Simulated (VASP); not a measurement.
Ni2Pt:

```
CELL_PARAMETERS angstrom
2.57919 0.00000 0.00000
-1.28960 2.23365 0.00000
0.00000 0.00000 12.56626
ATOMIC_POSITIONS crystal
Ni 0.33333 0.66667 0.91667
Ni 0.33333 0.66667 0.58333
Ni 0.66667 0.33333 0.08333
Ni 0.66667 0.33333 0.41667
Pt 0.33333 0.66667 0.25000
Pt 0.66667 0.33333 0.75000
```

```yaml
Program: VASP 6.6.1
Task: relaxation of cell and atoms
Functional: PBE
Potentials_or_basis: VASP PAW PBE potentials, release 64 (Ni, Pt)
Cutoff: 600 eV
k_mesh: 6 × 6 × 2
Occupations: gaussian, width 0.1 eV
Spin: collinear spin, ferrimagnetic start
Starting_moments: "[-2.0, 2.0, -2.0, -2.0, 0.0, 0.0] μB"
```

At the start: pressure 17.7 GPa; volume 12.07 Å³/atom.

Q: Where does the relaxation end?

A: Over 9 steps the energy falls by 97.3 meV/atom and the volume is 12.85 Å³/atom (+6.5 %); space group P6_3/mmc (No. 194, to 0.1 Å) before and after; moment 0.00 μB per cell.

Step by step:
| step | energy change (eV) | largest force (eV/Å) | pressure (GPa) | volume (Å³) |
| --- | --- | --- | --- | --- |
| 1 | 0.0000 | 1.3311 | 17.74 | 72.39 |
| 2 | 0.2206 | 0.1701 | -18.62 | 87.29 |
| 3 | -0.4294 | 0.8917 | -1.82 | 78.43 |
| 4 | -0.4295 | 0.8810 | -2.21 | 78.58 |
| 5 | -0.5448 | 0.4650 | -1.52 | 77.98 |
| 6 | -0.5830 | 0.0735 | -0.21 | 77.39 |
| 7 | -0.5832 | 0.0251 | -0.35 | 77.44 |
| 8 | -0.5832 | 0.0474 | -0.31 | 77.41 |
| 9 | -0.5837 | 0.0168 | 0.44 | 77.11 |

Final structure:
```yaml
crystal:
  lattice:
    - [2.66650, 0.00000, 0.00000]
    - [-1.33325, 2.30926, 0.00000]
    - [0.00000, 0.00000, 12.52289]
  atoms:
    - { symbol: Ni, position: [0.33333, 0.66667, 0.92466] }
    - { symbol: Ni, position: [0.33333, 0.66667, 0.57540] }
    - { symbol: Ni, position: [0.66667, 0.33333, 0.07538] }
    - { symbol: Ni, position: [0.66667, 0.33333, 0.42458] }
    - { symbol: Pt, position: [0.33333, 0.66667, 0.24994] }
    - { symbol: Pt, position: [0.66667, 0.33333, 0.75005] }
```

Caveat: the k points lie up to 0.45 Å⁻¹ apart in the final cell, too coarse for converged energies and pressures of a metal.
